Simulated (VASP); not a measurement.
**Ga: single point with LDA**

Crystal: Ga.

```
Ga
1.0
    -1.36569    1.36569    2.27999
     1.36569   -1.36569    2.27999
     1.36569    1.36569   -2.27999
Ga
1
Cartesian
  0.0000 0.0000 0.0000
```

```json
{
  "Program": "VASP 6.6.1",
  "Task": "single point",
  "Functional": "LDA",
  "Potentials or basis": "VASP PAW LDA potentials, release 64 (Ga_d)",
  "Cutoff": "520 eV",
  "k mesh": "13 × 13 × 13",
  "Occupations": "fermi-dirac, width 0.05 eV",
  "Spin": "no spin polarisation"
}
```

The pressure is 0.1 GPa.

Levels at points of the mesh, in eV from the Fermi level:
| k point | band 3 | band 4 | band 5 | band 6 | band 7 | band 8 | band 9 | band 10 |
| --- | --- | --- | --- | --- | --- | --- | --- | --- |
| (0.00, 0.00, 0.00) | -14.97 | -14.97 | -14.79 | -11.81 | 13.06 | 13.38 | 13.38 | 16.88 |

Wall time 8.6 s on 1 thread of Intel(R) Xeon(R) 6975P-C (Granite Rapids) (shared host), peak memory 0.15 GiB.
